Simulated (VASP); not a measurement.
Wanted: the native input for a VASP 6.6.1 run.

```yaml
Task: single point
Functional: LDA
Potentials_or_basis: VASP PAW LDA potentials, release 64 (Na_pv)
Cutoff: 520 eV
k_mesh: 18 × 18 × 18
Occupations: gaussian, width 0.15 eV
Spin: no spin polarisation
Dipole_correction: no
Further_INCAR_settings: ALGO = Normal; EDIFF = 1e-06; NBANDS = 10
```

The structure of Na lies in POSCAR:

```
Na
1.0
   -1.8525000000      1.8525000000      2.2370500000
    1.8525000000     -1.8525000000      2.2370500000
    1.8525000000      1.8525000000     -2.2370500000
Na
1
Direct
    0.0000000000      0.0000000000      0.0000000000
```

The input as run:

INCAR

```
PREC = Accurate ; ENCUT = 520
EDIFF = 1E-6 ; ISMEAR = 0
SIGMA = 0.15 ; LREAL = False
LASPH = True ; NELM = 80
ALGO = Normal ; ISIF = 2
LWAVE = False ; LCHARG = False
GGA = CA ; NBANDS = 10
```

KPOINTS

```
Automatic mesh
0
Gamma
  18 18 18
```

Potentials or basis: VASP PAW LDA potentials, release 64 (Na_pv).

Launch:

```bash
$ cat potpaw_LDA.64/Na_pv/POTCAR > POTCAR
$ mpirun -np 1 vasp_std > vasp.out
```

It gave:

* Pressure: 0.8 GPa
* Band gap on the k mesh: zero (an odd number of electrons rules out a gap without spin polarisation)

It took 78 s on 1 thread of Intel(R) Xeon(R) Platinum 8259CL CPU @ 2.50GHz (Skylake/Cascade Lake), on a shared host, peak memory 0.22 GiB.
